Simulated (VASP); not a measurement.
Input of a VASP 6.6.1 run:

INCAR

```
  PREC = Accurate
  ENCUT = 520
  EDIFF = 1E-6
  ISMEAR = 0
  SIGMA = 0.1
  LREAL = False
  LASPH = True
  NELM = 60
  ALGO = Normal
  ISIF = 2
  LWAVE = False
  LCHARG = True
  GGA = PE
  LELF = True
  LVHAR = True
  NBANDS = 47
```

The input KPOINTS:

```
regular mesh
0
Gamma
  12 12 4
```

The input POSCAR:

```
LaLu2N3
1.0
    3.4022097756      0.0000000000      0.0000000000
    0.0000000000      3.4022097756      0.0000000000
    0.0000000000      0.0000000000      9.4771818580
La Lu N
1 2 3
Direct
    0.0000000000      0.0000000000      0.0000000000
    0.0000000000      0.5000000000      0.6197943548
    0.5000000000      0.0000000000      0.3802056452
    0.5000000000      0.5000000000      0.0000000000
    0.0000000000      0.5000000000      0.3847359859
    0.5000000000      0.0000000000      0.6152640141
```

Potentials or basis: VASP PAW PBE potentials, release 64 (La, Lu, N).

The run is started by

```sh
$ cat potpaw_PBE.64/La/POTCAR potpaw_PBE.64/Lu/POTCAR potpaw_PBE.64/N/POTCAR > POTCAR
$ mpirun -np 1 vasp_std > vasp.out
```

Problem. What does it give for the largest force?

Solution. 0.078 eV/Å.

Problem. Predict the pressure.

Solution. 0.4 GPa.

Problem. Estimate the band gap on the k mesh.

Solution. Zero (band 38 reaches 4.93 eV, above the bottom of band 39 at 4.01 eV).

Forces on the atoms (eV/Å):
```
La   0.000  0.000  0.000
Lu   0.000  0.000  0.078
Lu   0.000  0.000 -0.078
N    0.000  0.000  0.000
N    0.000  0.000 -0.049
N    0.000  0.000  0.049
```

Caveat: spin-orbit coupling is left out, which moves the levels of the heavy elements.
